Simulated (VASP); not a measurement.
# ZrOs (Pm-3m) in VASP: vibrations by perturbation theory with LDA

Aim: the vibrations by perturbation theory of ZrOs with LDA.

Program: VASP 6.6.1. These are calculated values, not measurements. Logs are shortened: lines on timing, memory, paths and dates and some standing lists are left out, and cuts for length are marked.

## 1. The cell of the first run

It takes space group Pm-3m (No. 221, cubic). Conventional cell: a = 3.226 Å, b = 3.226 Å, c = 3.226 Å, α = 90.00°, β = 90.00°, γ = 90.00°. Zr (site symmetry m-3m) has 8 Os at 2.79 Å and 6 Zr at 3.23 Å within 3.7 Å. Within 3.7 Å of Os (site symmetry m-3m) lie 8 Zr at 2.79 Å and 6 Os at 3.23 Å.

## 2. Vibrations by perturbation theory, LDA

File INCAR:

```
SYSTEM = ZrOs
PREC = Accurate
ENCUT = 520
EDIFF = 1E-8
ISMEAR = -1
SIGMA = 0.15
LREAL = .FALSE.
LASPH = .TRUE.
NELM = 100
ALGO = Fast
ISIF = 2
LWAVE = .FALSE.
LCHARG = .FALSE.
GGA = CA
IBRION = 8
NSW = 1
```

File KPOINTS:

```
regular mesh
0
G
  14 14 14
  0 0 0
```

File POSCAR:

```
ZrOs
1.0
    3.2260351224      0.0000000000      0.0000000000
    0.0000000000      3.2260351224      0.0000000000
    0.0000000000      0.0000000000      3.2260351224
Zr Os
1 1
Direct
    0.5000000000      0.5000000000      0.5000000000
    0.0000000000      0.0000000000      0.0000000000
```

Potentials or basis: VASP PAW LDA potentials, release 64 (Zr_sv, Os).

Run with:

```console
> cat potpaw_LDA.64/Zr_sv/POTCAR potpaw_LDA.64/Os/POTCAR > POTCAR
> mpirun -np 1 vasp_std > vasp.out
```

OUTCAR:

```text
SYSTEM = ZrOs
   PREC = Accurate
   ENCUT = 520
   EDIFF = 1E-8
   ISMEAR = -1
   LREAL = .FALSE.
   LASPH = .TRUE.
   NELM = 100
   ISIF = 2
   GGA = CA
   IBRION = 8
   NSW = 1

 ion  position               nearest neighbor table
   1  0.500  0.500  0.500-   2 2.79   2 2.79   2 2.79   2 2.79   2 2.79   2 2.79   2 2.79   2 2.79

   2  0.000  0.000  0.000-   1 2.79   1 2.79   1 2.79   1 2.79   1 2.79   1 2.79   1 2.79   1 2.79

  LATTYP: Found a simple cubic cell.
 ALAT       =     3.2260351224

  Lattice vectors:

 A1 = (   3.2260351224,   0.0000000000,   0.0000000000)
 A2 = (   0.0000000000,   3.2260351224,   0.0000000000)
 A3 = (   0.0000000000,   0.0000000000,   3.2260351224)

Analysis of symmetry for initial positions (statically):
=====================================================================
 Subroutine PRICEL returns:
 Original cell was already a primitive cell.

 Routine SETGRP: Setting up the symmetry group for a
 simple cubic supercell.

 Subroutine GETGRP returns: Found 48 space group operations
 (whereof 48 operations were pure point group operations)
 out of a pool of 48 trial point group operations.

The static configuration has the point symmetry O_h .

Analysis of symmetry for dynamics (positions and initial velocities):
=====================================================================
 Subroutine PRICEL returns:
 Original cell was already a primitive cell.

 Routine SETGRP: Setting up the symmetry group for a
 simple cubic supercell.

 Subroutine GETGRP returns: Found 48 space group operations
 (whereof 48 operations were pure point group operations)
 out of a pool of 48 trial point group operations.

The dynamic configuration has the point symmetry O_h .

 Subroutine INISYM returns: Found 48 space group operations
 (whereof 48 operations are pure point group operations),
 and found     1 'primitive' translations

----------------------------------------------------------------------------------------

                                     Primitive cell

  volume of cell :      33.5743

  direct lattice vectors                    reciprocal lattice vectors
     3.226035122  0.000000000  0.000000000     0.309978026  0.000000000  0.000000000
     0.000000000  3.226035122  0.000000000     0.000000000  0.309978026  0.000000000
     0.000000000  0.000000000  3.226035122     0.000000000  0.000000000  0.309978026

  length of vectors
     3.226035122  3.226035122  3.226035122     0.309978026  0.309978026  0.309978026

  position of ions in fractional coordinates (direct lattice)
     0.500000000  0.500000000  0.500000000
     0.000000000  0.000000000  0.000000000

  ion indices of the primitive-cell ions
   primitive index   ion index
                 1           1
                 2           2

----------------------------------------------------------------------------------------

 KPOINTS: regular mesh

Automatic generation of k-mesh.
 Grid dimensions read from file:
 generate k-points for:   14   14   14

 Generating k-lattice:

  Cartesian coordinates                     Fractional coordinates (reciprocal lattice)
     0.022141288  0.000000000  0.000000000     0.071428571  0.000000000  0.000000000
     0.000000000  0.022141288  0.000000000     0.000000000  0.071428571  0.000000000
     0.000000000  0.000000000  0.022141288     0.000000000  0.000000000  0.071428571

  Length of vectors
     0.022141288  0.022141288  0.022141288

  Shift w.r.t. Gamma in fractional coordinates (k-lattice)
     0.000000000  0.000000000  0.000000000

 Subroutine IBZKPT returns following result:
 ===========================================

 Found    120 irreducible k-points:

[... 77 lines left out ...]
 RMM-DIIS sequential band-by-band and
  energy-cutoff  :      520.00
  volume of cell :       33.57
 maximum number of plane-waves:       922
 NGX is ok and might be reduce to    24
   NGX = 11   NGY = 11   NGZ = 11

--------------------------------------- Ionic step        1  -------------------------------------------

 number of electron      20.0000000 magnetization

 Free energy of the ion-electron system (eV)
  ---------------------------------------------------
  ext. energy  EPLUGINS =         0.00000000
  ---------------------------------------------------
  free energy    TOTEN  =       -23.09313075 eV

  energy without entropy =      -23.05493975  energy(sigma->0) =      -23.07403525

 E-fermi :  10.1048     XC(G=0): -13.0076

 val. band max:       10.0514987735   @ k =   0.4286   0.4286   0.0000
 cond. band min:      10.1105517689   @ k =   0.4286   0.1429   0.0000
 fundamental gap:      0.0590529953
 Fermi energy:        10.1047753977

 k-point     1 :       0.0000    0.0000    0.0000
  band No.  band energies     occupation
      1     -38.2665      2.00000
      2     -16.2678      2.00000
      3     -16.2678      2.00000
      4     -16.2678      2.00000
      5       2.0775      2.00000
      6       4.6996      2.00000
      7       4.6996      2.00000
      8       8.4761      1.99996
      9       8.4761      1.99996
     10       8.4761      1.99996
     11      12.3102      0.00000
     12      12.3102      0.00000
     13      15.5468      0.00000
     14      15.5468      0.00000
[... 377 lines left out ...]
      1     -38.2045      2.00000
      2     -16.7139      2.00000
      3     -16.4500      2.00000
      4     -16.2290      2.00000
      5       4.6321      2.00000
      6       5.8536      2.00000
      7       7.0324      2.00000
      8       7.4773      2.00000
      9       8.2313      1.99999
     10       8.3667      1.99998
     11      10.7662      0.02403
     12      11.3195      0.00061
     13      12.7060      0.00000
     14      12.7940      0.00000

 [... further k-points ...]
[... 5 lines left out ...]
  --------------------------------------------------------------------------------------
  -------------------------------------------------------------------------------------
  Total        0.0887638      0.0887638      0.0887638      0.0000000      0.0000000     -0.0000000
  in kB        4.2358345      4.2358345      4.2358345      0.0000000      0.0000000     -0.0000000
  external PRESSURE =       4.2358345 kB  Pullay stress =       0.0000000 kB

 VOLUME and BASIS-vectors are now :
 -----------------------------------------------------------------------------
  energy-cutoff  :      520.00
  volume of cell :       33.57
      direct lattice vectors                 reciprocal lattice vectors
     3.226035122  0.000000000  0.000000000     0.309978026  0.000000000  0.000000000
     0.000000000  3.226035122  0.000000000     0.000000000  0.309978026  0.000000000
     0.000000000  0.000000000  3.226035122     0.000000000  0.000000000  0.309978026

 POSITION                                       TOTAL-FORCE (eV/Angst)
 -----------------------------------------------------------------------------------
      1.61302      1.61302      1.61302         0.000000      0.000000      0.000000
      0.00000      0.00000      0.00000         0.000000      0.000000      0.000000
 -----------------------------------------------------------------------------------
    total drift:                                0.000000     -0.000000     -0.000000

  FREE ENERGIE OF THE ION-ELECTRON SYSTEM (eV)
  ---------------------------------------------------
  free  energy   TOTEN  =       -23.0931307498 eV

  energy  without entropy=      -23.0549397514  energy(sigma->0) =      -23.07403525

[... ionic steps 2 to 3 ...]

--------------------------------------- Ionic step        4  -------------------------------------------

------------------------ aborting loop because EDIFF is reached ----------------------------------------

[... ionic steps 5 to 6 ...]

--------------------------------------- Ionic step        7  -------------------------------------------

 Free energy of the ion-electron system (eV)
  ---------------------------------------------------
  ---------------------------------------------------
  free energy    TOTEN  =        -0.21906324 eV

  energy without entropy =       -0.21906324

------------------------ aborting loop because EDIFF is reached ----------------------------------------

 INTERNAL STRAIN TENSOR  FOR ION    2  DIRECTION 1   (eV/Angst):
 -----------------------------------------------------------------------------
     0.06720  0.00000  0.00000
     0.00000 -0.02155 -0.00000
    -0.00000 -0.00000 -0.02155

 INTERNAL STRAIN TENSOR FOR ION    2 for displacements in x,y,z  (eV/Angst):
          X           Y           Z          XY          YZ          ZX
  --------------------------------------------------------------------------------
  x     0.00000     0.00000     0.00000     0.00000     0.00000     0.00000
  y     0.00000     0.00000     0.00000     0.00000     0.00000     0.00000
  z     0.00000     0.00000     0.00000     0.00000     0.00000     0.00000

 SECOND DERIVATIVES (NOT SYMMETRIZED)
 ------------------------------------
               1X          1Y          1Z          2X          2Y          2Z
  1X    -8.069849    0.000000   -0.000000    8.069849   -0.000000    0.000000
  1Y    -0.000000   -8.069849   -0.000000    0.000000    8.069849    0.000000
  1Z    -0.000000   -0.000000   -8.069849    0.000000    0.000000    8.069849
  2X     8.064770   -0.000000    0.000000   -8.064770    0.000000   -0.000000
  2Y    -0.000000    8.064770   -0.000000    0.000000   -8.064770    0.000000
  2Z    -0.000000   -0.000000    8.064770    0.000000    0.000000   -8.064770

 Eigenvectors and eigenvalues of the dynamical matrix
 ----------------------------------------------------

   1 f  =    5.655355 THz    35.533644 2PiTHz  188.642343 cm-1    23.388659 meV
             X         Y         Z           dx          dy          dz
      1.613018  1.613018  1.613018     0.000000    0.581372    0.581372
      0.000000  0.000000  0.000000     0.000000   -0.402501   -0.402501
[... 21 lines left out ...]
   6 f/i=    0.000833 THz     0.005235 2PiTHz    0.027792 cm-1     0.003446 meV
             X         Y         Z           dx          dy          dz
      1.613018  1.613018  1.613018     0.067454   -0.128393   -0.550435
      0.000000  0.000000  0.000000     0.097431   -0.185451   -0.795048

--------------------------------------------------------------------------------------------------------

 ELASTIC MODULI CONTR FROM IONIC RELAXATION (kBar)
 Direction    XX          YY          ZZ          XY          YZ          ZX
 --------------------------------------------------------------------------------
 XX           0.0000      0.0000      0.0000      0.0000      0.0000      0.0000
 YY           0.0000      0.0000      0.0000      0.0000      0.0000      0.0000
 ZZ           0.0000      0.0000      0.0000      0.0000      0.0000      0.0000
 XY           0.0000      0.0000      0.0000      0.0000      0.0000      0.0000
 YZ           0.0000      0.0000      0.0000      0.0000      0.0000      0.0000
 ZX           0.0000      0.0000      0.0000      0.0000      0.0000      0.0000
 --------------------------------------------------------------------------------
```

Run time: 6.9 min. Hardware: 1 thread of Intel Xeon 6975P-C, shared host; peak memory 0.4 GiB.

What came out:

- Highest phonon frequency at Γ, LO-TO splitting left out: 189 cm⁻¹

Phonon frequencies in cm⁻¹ (negative: imaginary):
```csv
q point,frequencies
"(0.000, 0.000, 0.000)",0 0 0 189 189 189
```

Caveat: spin-orbit coupling is left out, which moves the levels of the heavy elements.
